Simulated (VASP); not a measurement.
# Li (P1) in VASP: notebook, part 2 of 2

VASP 6.6.1.

## (3) Single point, LDA

The input, INCAR:

```
PREC = Accurate
ENCUT = 520
EDIFF = 1E-6
ISMEAR = -1
SIGMA = 0.1
LREAL = False
LASPH = True
NELM = 60
ALGO = Normal
ISIF = 2
LWAVE = False
LCHARG = True
GGA = CA
LELF = True
LVHAR = True
NBANDS = 12
```

The input, KPOINTS:

```
regular mesh
0
Gamma
  5 5 7
```

The input, POSCAR:

```
Li
1.0
    4.9488700000      0.0000000000      0.0000000000
   -2.4744300000      4.2858400000      0.0000000000
    0.0000000000      0.0000000000      2.8888400000
Li
3
Direct
    0.0343400000      0.0302900000      0.9506100000
    0.6538066081      0.2999132238      0.5131800000
    0.3400500000      0.6653300000      0.5448200000
```

Potentials or basis: VASP PAW LDA potentials, release 64 (Li_sv).

Command:

```sh
cat potpaw_LDA.64/Li_sv/POTCAR > POTCAR
mpirun -np 1 vasp_std > vasp.out
```

Run time: 20 s. Hardware: 1 thread of Intel Xeon 6975P-C (Granite Rapids), shared host; peak memory 0.17 GiB.

It converged, with:

```
Free energy   : -6.0768 eV
Largest force : 0.280 eV/Å
```

Forces on the atoms (eV/Å):
```
Li  -0.091 -0.219  0.118
Li   0.074  0.259 -0.075
Li   0.016 -0.040 -0.043
```

Levels at points of the mesh, in eV from the Fermi level:
| k point | band 2 | band 3 | band 4 | band 5 | band 6 | band 7 |
| --- | --- | --- | --- | --- | --- | --- |
| (0.00, 0.00, 0.00) | -45.61 | -45.52 | -3.41 | 1.83 | 1.90 | 2.43 |

Caveat: the cutoff is under 1.25 times the usual one of these potentials, so pressure, stress and relaxed cells hold a basis-set (Pulay) error.

## (4) Single point, LDA

The input, INCAR:

```
  ALGO = Normal
  EDIFF = 1E-7
  ENCUT = 520
  ISIF = 2
  ISMEAR = -1
  LASPH = T
  LCHARG = F
  LREAL = F
  LWAVE = F
  NBANDS = 12
  NELM = 60
  PREC = Accurate
  SIGMA = 0.1
```

The input, KPOINTS:

```
k-points
0
Gamma
  5 5 7
```

POSCAR, as its differences from that of step 3:

```diff
@@ -9,3 +9,3 @@
     0.0343400000      0.0302900000      0.9506100000
-    0.6538066081      0.2999132238      0.5131800000
+    0.6500733919      0.2924467762      0.5131800000
     0.3400500000      0.6653300000      0.5448200000
```

Command:

```sh
cat potpaw_LDA.64/Li_sv/POTCAR > POTCAR
mpirun -np 1 vasp_std > vasp.out
```

It took 20 s on 1 thread of Intel Xeon 6975P-C (Granite Rapids), shared host; peak memory 0.17 GiB.

It converged, with:

| Quantity | Value |
| --- | --- |
| Free energy | -6.0678 eV |
| Largest force | 0.324 eV/Å |

Forces in eV/Å, atoms in the order of the input:
```
Li  -0.093 -0.231  0.119
Li   0.077  0.305 -0.076
Li   0.017 -0.075 -0.043
```

Levels at points of the mesh, in eV from the Fermi level:
| k point | band 2 | band 3 | band 4 | band 5 | band 6 | band 7 |
| --- | --- | --- | --- | --- | --- | --- |
| (0.00, 0.00, 0.00) | -45.62 | -45.52 | -3.41 | 1.79 | 1.88 | 2.46 |

Caveat: the cutoff is under 1.25 times the usual one of these potentials, so pressure, stress and relaxed cells hold a basis-set (Pulay) error.

## (5) Single point, LDA

This run uses another cell than the first one, of 20.32 Å³/atom, 0.995 times its volume.

The input, INCAR:

```
PREC = Accurate
ENCUT = 520
EDIFF = 1E-7
ISMEAR = -1
SIGMA = 0.1
LREAL = False
LASPH = True
NELM = 80
ALGO = Normal
ISIF = 2
LWAVE = False
LCHARG = False
NBANDS = 12
```

The input, KPOINTS:

```
regular mesh
0
Gamma
  5 5 7
```

The input, POSCAR:

```
Li
1.0
    4.9406080982      0.0000000000      0.0000000000
   -2.4702990574      4.2786849950      0.0000000000
    0.0000000000      0.0000000000      2.8840172197
Li
3
Direct
    0.0343400000      0.0302900000      0.9506100000
    0.6519400000      0.2961800000      0.5131800000
    0.3400500000      0.6653300000      0.5448200000
```

Command:

```sh
cat potpaw_LDA.64/Li_sv/POTCAR > POTCAR
mpirun -np 1 vasp_std > vasp.out
```

Run time: 19 s. Hardware: 1 thread of Intel Xeon 6975P-C (Granite Rapids), shared host; peak memory 0.17 GiB.

The run converged. Its results:

```
Free energy   : -6.0738 eV
Largest force : 0.305 eV/Å
```

Forces in eV/Å, atoms in the order of the input:
```
Li  -0.093 -0.228  0.119
Li   0.076  0.285 -0.076
Li   0.017 -0.058 -0.043
```

Levels at points of the mesh, in eV from the Fermi level:
```
           k point  band 1  band 2  band 3  band 4  band 5  band 6  band 7  band 8
(0.00, 0.00, 0.00)  -45.63  -45.61  -45.51   -3.41    1.81    1.89    2.45    2.56
```

Caveat: the cutoff is under 1.25 times the usual one of these potentials, so pressure, stress and relaxed cells hold a basis-set (Pulay) error.

## (6) Single point, LDA

This run uses another cell than the first one, of 20.53 Å³/atom, 1.005 times its volume.

The input, INCAR:

```
  PREC = Accurate
  ENCUT = 520
  EDIFF = 1E-6
  ISMEAR = -1
  SIGMA = 0.1
  LREAL = False
  LASPH = True
  NELM = 80
  ALGO = Normal
  ISIF = 2
  LWAVE = False
  LCHARG = False
  GGA = CA
  NBANDS = 12
```

KPOINTS is that of step 5.

The input, POSCAR:

```
Li
1.0
    4.9571044079      0.0000000000      0.0000000000
   -2.4785471956      4.2929711945      0.0000000000
    0.0000000000      0.0000000000      2.8936467310
Li
3
Direct
    0.0343400000      0.0302900000      0.9506100000
    0.6519400000      0.2961800000      0.5131800000
    0.3400500000      0.6653300000      0.5448200000
```

Potentials or basis: VASP PAW LDA potentials, release 64 (Li_sv).

Command:

```sh
cat potpaw_LDA.64/Li_sv/POTCAR > POTCAR
mpirun -np 1 vasp_std > vasp.out
```

OUTCAR:

```text
PREC = Accurate
   ENCUT = 520
   EDIFF = 1E-6
   ISMEAR = -1
   LREAL = False
   LASPH = True
   NELM = 80
   ISIF = 2
   GGA = CA

 ion  position               nearest neighbor table
   1  0.034  0.030  0.951-
   2  0.652  0.296  0.513-
   3  0.340  0.665  0.545-

  LATTYP: Found a hexagonal cell.
 ALAT       =     4.9571044079
 C/A-ratio  =     0.5837372976

  Lattice vectors:

 A1 = (   4.9571044079,   0.0000000000,   0.0000000000)
 A2 = (  -2.4785471956,   4.2929711945,   0.0000000000)
 A3 = (   0.0000000000,   0.0000000000,   2.8936467310)

Analysis of symmetry for initial positions (statically):
=====================================================================
 Subroutine PRICEL returns:
 Original cell was already a primitive cell.

 Routine SETGRP: Setting up the symmetry group for a
 hexagonal supercell.

 Subroutine GETGRP returns: Found  1 space group operations
 (whereof  1 operations were pure point group operations)
 out of a pool of 24 trial point group operations.

[... 175 lines left out ...]
      3     -45.0368      2.00000
      4      -2.9073      2.00000
      5       2.2975      0.00000
      6       2.3788      0.00000
      7       2.9292      0.00000
      8       3.0363      0.00000
      9       6.2797      0.00000
     10       6.4526      0.00000
     11      10.6582      0.00000
     12      13.8601      0.00000
[... 331 lines left out ...]
 k-point    24 :      -0.4000    0.0000    0.1429
  band No.  band energies     occupation
      1     -45.1489      2.00000
      2     -45.1318      2.00000
      3     -45.0351      2.00000
      4      -1.6778      2.00000
      5      -0.4786      1.99988
      6       1.0908      0.00510
      7       3.7155      0.00000
      8       7.4200      0.00000
      9       7.9402      0.00000
     10       9.3920      0.00000
     11       9.8340      0.00000
     12      10.4144      0.00000

 [... further k-points ...]

------------------------ aborting loop because EDIFF is reached ----------------------------------------

  FORCE on cell =-STRESS in cart. coord.  units (eV):
  Direction    XX          YY          ZZ          XY          YZ          ZX
  --------------------------------------------------------------------------------------
  -------------------------------------------------------------------------------------
  Total       -0.4687740     -0.2458426     -0.3158360      0.0080000     -0.0583065     -0.0196484
  in kB      -12.1967060     -6.3964084     -8.2175170      0.2081458     -1.5170353     -0.5112176
  external PRESSURE =      -8.9368771 kB  Pullay stress =       0.0000000 kB

 VOLUME and BASIS-vectors are now :
 -----------------------------------------------------------------------------
  energy-cutoff  :      520.00
  volume of cell :       61.58
      direct lattice vectors                 reciprocal lattice vectors
     4.957104408  0.000000000  0.000000000     0.201730671  0.116469216  0.000000000
    -2.478547196  4.292971194  0.000000000     0.000000000  0.232938903  0.000000000
     0.000000000  0.000000000  2.893646731     0.000000000  0.000000000  0.345584687

 POSITION                                       TOTAL-FORCE (eV/Angst)
 -----------------------------------------------------------------------------------
      0.09515      0.13003      2.75073        -0.090860     -0.222583      0.118254
      2.49764      1.27149      1.48496         0.074366      0.279601     -0.075328
      0.03661      2.85624      1.57652         0.016494     -0.057018     -0.042926
 -----------------------------------------------------------------------------------
    total drift:                                0.000037     -0.000203      0.000058

  FREE ENERGIE OF THE ION-ELECTRON SYSTEM (eV)
  ---------------------------------------------------
  free  energy   TOTEN  =        -6.0710983158 eV

  energy  without entropy=       -6.0296487433  energy(sigma->0) =       -6.05037353
```

It took 17 s on 1 thread of Intel Xeon 6975P-C (Granite Rapids), shared host; peak memory 0.17 GiB.

What came out:

```yaml
Free_energy: -6.0711 eV
Largest_force: 0.299 eV/Å
```

Forces on the atoms (eV/Å):
```
Li  -0.091 -0.223  0.118
Li   0.074  0.280 -0.075
Li   0.016 -0.057 -0.043
```

Levels at points of the mesh, in eV from the Fermi level:
| k point | band 1 | band 2 | band 3 | band 4 | band 5 | band 6 | band 7 | band 8 |
| --- | --- | --- | --- | --- | --- | --- | --- | --- |
| (0.00, 0.00, 0.00) | -45.65 | -45.62 | -45.53 | -3.40 | 1.80 | 1.89 | 2.44 | 2.54 |

Caveat: the cutoff is under 1.25 times the usual one of these potentials, so pressure, stress and relaxed cells hold a basis-set (Pulay) error.

## (7) Summary

| cell | gap on the mesh (eV) | largest force (eV/Å) |
| --- | --- | --- |
| a = 4.949, b = 4.949, c = 2.889 Å, angles 90.0, 90.0, 120.0°, 3 atoms | none | 0.32 |
| a = 4.941, b = 4.941, c = 2.884 Å, angles 90.0, 90.0, 120.0°, 3 atoms | none | 0.30 |
| a = 4.957, b = 4.957, c = 2.894 Å, angles 90.0, 90.0, 120.0°, 3 atoms | none | 0.30 |

Some of these runs hold the atoms at other places in the same cell, which the table doesn't show; runs alike in all that it shows share one row.

Alike in all rows: task single point; level LDA; potentials or basis VASP PAW LDA potentials, release 64 (Li_sv); no spin polarisation; k mesh 5 × 5 × 7; cutoff (eV) 520; smearing fermi-dirac 0.1 eV.

Caveats: the cutoff is under 1.25 times the usual one of these potentials, so pressure, stress and relaxed cells hold a basis-set (Pulay) error.

Total energies depend on the potentials used, so only differences within one code and one set of settings carry meaning.
